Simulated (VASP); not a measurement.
Set up this calculation in VASP 6.6.1, as the native input.

```yaml
Task: single point
Functional: PBE
Potentials_or_basis: VASP PAW PBE potentials, release 64 (Cd, S)
Cutoff: 520 eV
k_mesh: 8 × 8 × 8
Occupations: fermi-dirac, width 0.02 eV
Spin: no spin polarisation
Dipole_correction: no
Further_INCAR_settings: ALGO = Normal; EDIFF = 1e-07; NBANDS = 16
```

The structure of CdS lies in POSCAR:

```
CdS
1.0
    3.3869086165      0.0000000000      0.0000000000
    0.0000000000      3.3869086165      0.0000000000
    0.0000000000      0.0000000000      3.3869086165
Cd S
1 1
Direct
    0.0000000000      0.0000000000      0.0000000000
    0.5000000000      0.5000000000      0.5000000000
```

One way to write it, as run:

INCAR

```
SYSTEM = CdS
  ALGO = Normal
  EDIFF = 1E-7
  ENCUT = 520
  GGA = PE
  ISIF = 2
  ISMEAR = -1
  LASPH = .TRUE.
  LCHARG = .FALSE.
  LREAL = .FALSE.
  LWAVE = .FALSE.
  NBANDS = 16
  NELM = 80
  PREC = Accurate
  SIGMA = 0.02
```

KPOINTS

```
k-points
0
G
  8 8 8
  0 0 0
```

Potentials or basis: VASP PAW PBE potentials, release 64 (Cd, S).

The run is started by

```console
$ cat potpaw_PBE.64/Cd/POTCAR potpaw_PBE.64/S/POTCAR > POTCAR
$ mpirun -np 1 vasp_std > vasp.out
```

It gave:

The pressure is 1.8 GPa and the band gap on the k mesh is zero (band 9 reaches 4.03 eV, above the bottom of band 10 at 3.07 eV).

It took 36 s on 1 thread of Intel Xeon 8259CL (shared host), peak memory 0.17 GiB.
